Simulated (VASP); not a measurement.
Crystal: GaN.

```
Ga N
1.0
     2.69555    0.00000    0.00000
     0.00000    2.69555    0.00000
     0.00000    0.00000    2.69555
Ga N
1 1
Direct
  0.00000 0.00000 0.00000
  0.50000 0.50000 0.50000
```

Base run:

| Property | Result |
| --- | --- |
| Program | VASP 6.6.1 |
| Functional | r2SCAN |
| Potentials or basis | VASP PAW PBE potentials, release 64 (Ga_d, N) |
| Cutoff | 520 eV |
| k mesh | 6 × 6 × 6, shifted |
| Occupations | fermi-dirac, width 0.02 eV |
| Spin | no spin polarisation |

Its results: band gap on the k mesh 0.30 eV, indirect (least direct gap 1.02 eV); pressure 1.1 GPa.

Problem. The run is repeated on the same cell with these changes: k mesh from 6 × 6 × 6, shifted to 6 × 6 × 6. What comes out?

Solution. Band gap on the k mesh zero (band 9 reaches 8.39 eV, above the bottom of band 10 at 6.90 eV); pressure 1.0 GPa.

Caveats: some runs use coarse meshes; the PAW data sets were made with another functional, which shifts forces and pressure a little.

A k mesh can miss the band edges.
